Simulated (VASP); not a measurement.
Wanted: the native input for a VASP 6.6.1 run.

| Item | Value |
| --- | --- |
| Task | single point |
| Functional | r2SCAN |
| Potentials or basis | VASP PAW PBE potentials, release 64 (Sr_sv) |
| Cutoff | 520 eV |
| k mesh | 12 × 12 × 8 |
| Occupations | gaussian, width 0.15 eV |
| Spin | no spin polarisation |
| Dipole correction | no |
| Further INCAR settings | ALGO = Normal; EDIFF = 1e-07; NBANDS = 17 |

The system is Sr.

```
CELL_PARAMETERS angstrom
4.20225 0.00000 0.00000
-2.10113 3.63926 0.00000
0.00000 0.00000 7.22625
ATOMIC_POSITIONS crystal
Sr 0.33333 0.66667 0.25000
Sr 0.66667 0.33333 0.75000
```

This cell differs from its parent crystal: strain -0.025 along x and y, +0.025 along z.

These files were run (other wordings do the same):

POSCAR

```
Sr
1.0
    4.2022502152      0.0000000000      0.0000000000
   -2.1011251076      3.6392554394      0.0000000000
    0.0000000000      0.0000000000      7.2262500000
Sr
2
Direct
    0.3333333333      0.6666666667      0.2500000000
    0.6666666667      0.3333333333      0.7500000000
```

INCAR.step1

```
PREC = Accurate
ENCUT = 520
ISMEAR = 0
SIGMA = 0.15
LREAL = False
LASPH = True
NELM = 100
NBANDS = 17
GGA = PE
ALGO = Normal
EDIFF = 1E-4
LWAVE = True
LCHARG = False
```

INCAR.step2

```
PREC = Accurate
ENCUT = 520
EDIFF = 1E-7
ISMEAR = 0
SIGMA = 0.15
LREAL = False
LASPH = True
NELM = 100
ALGO = Normal
ISIF = 2
LWAVE = False
LCHARG = False
METAGGA = R2SCAN
LMIXTAU = True
NBANDS = 17
ISTART = 1
```

KPOINTS

```
regular mesh
0
Gamma
  12 12 8
```

Potentials or basis: VASP PAW PBE potentials, release 64 (Sr_sv).

Command:

```bash
$ cat potpaw_PBE.64/Sr_sv/POTCAR > POTCAR
$ cp INCAR.step1 INCAR
$ mpirun -np 1 vasp_std > vasp.out
$ cp INCAR.step2 INCAR
$ mpirun -np 1 vasp_std > vasp.out
```

Results of the run:

```json
{"Pressure": "0.4 GPa", "Band gap on the k mesh": "zero (bands 10 and 11 overlap by 0.49 eV)"}
```

Caveat: the cell differs from its parent crystal (strain -0.025 along x and y, +0.025 along z); the PAW data sets were made with another functional, which shifts forces and pressure a little.

Wall time 4.5 min on 1 thread of Intel(R) Xeon(R) 6975P-C (Granite Rapids) (shared host), peak memory 0.34 GiB.
